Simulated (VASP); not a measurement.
Write the native input for VASP 6.6.1 that does the following.

| Item | Value |
| --- | --- |
| Task | single point |
| Functional | LDA |
| Potentials or basis | VASP PAW LDA potentials, release 64 (Si) |
| Cutoff | 520 eV |
| k mesh | 11 × 11 × 6 |
| Occupations | fermi-dirac, width 0.1 eV |
| Spin | no spin polarisation |
| Dipole correction | no |
| Further INCAR settings | ALGO = Normal; EDIFF = 1e-06; NBANDS = 11 |

The structure of Si lies in POSCAR:

```
Si
1.0
    2.5036331289      0.0000000000      0.0000000000
   -1.2518165645      2.1682098025      0.0000000000
    0.0000000000      0.0000000000      4.2533079997
Si
2
Direct
    0.3333333333      0.6666666667      0.2500000000
    0.6666666667      0.3333333333      0.7500000000
```

These files were run (other wordings do the same):

INCAR

```
SYSTEM = Si
ALGO = Normal
EDIFF = 1E-6
ENCUT = 520
GGA = CA
ISIF = 2
ISMEAR = -1
LASPH = .True.
LCHARG = .True.
LELF = .True.
LREAL = .False.
LVHAR = .True.
LWAVE = .False.
NBANDS = 11
NELM = 80
PREC = Accurate
SIGMA = 0.1
```

KPOINTS

```
k-points
0
Gamma
  11 11 6
  0 0 0
```

Potentials or basis: VASP PAW LDA potentials, release 64 (Si).

The run is started by

```sh
$ cat potpaw_LDA.64/Si/POTCAR > POTCAR
$ mpirun -np 1 vasp_std > vasp.out
```

Results of the run:

- Pressure: 25.4 GPa
- Band gap on the k mesh: zero (band 4 reaches 24.08 eV, above the bottom of band 5 at 10.10 eV)

It took 15 s on 1 thread of Intel Xeon 8259CL, with other jobs on the host, peak memory 0.12 GiB.
